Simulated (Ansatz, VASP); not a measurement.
One calculation of Si, two programs

```
CELL_PARAMETERS angstrom
3.84386 0.00000 0.00000
-1.92193 3.32888 0.00000
0.00000 0.00000 6.30578
ATOMIC_POSITIONS crystal
Si 0.33333 0.66667 0.99946
Si 0.66667 0.33333 0.49946
Si 0.33333 0.66667 0.37454
Si 0.66667 0.33333 0.87454
```

Change from the starting cell: strained cell.

Alike in both runs: functional PBEsol; k mesh 9 × 9 × 6; occupations gaussian, width 0.01 eV; no spin polarisation.

Ansatz relaxed the structure, and its values are those at the end. VASP's run is a single point on that final structure, the one shown.

|  | VASP | Ansatz |
| --- | --- | --- |
| version | VASP 6.6.1 | Ansatz 0.2.0 |
| potentials or method | VASP PAW PBE potentials, release 64 (Si), cutoff 520 eV | scalar-relativistic, plane waves, PAW |
| valence electrons in the cell | 16 | 16 |

|  | VASP | Ansatz | Ansatz less VASP |
| --- | --- | --- | --- |
| gap on the k mesh at the Fermi level (eV) | 0.32 | 0.33 | +0.007 |
| least direct gap on the mesh (eV) | 0.87 | 0.87 | 0.000 |
| pressure (GPa) | -0.5 | -0.6 | -0.12 |

VASP's potentials were made for PBE, not for PBEsol, and Ansatz warns of the same on its side. Ansatz's warnings: stress scf threshold loose.
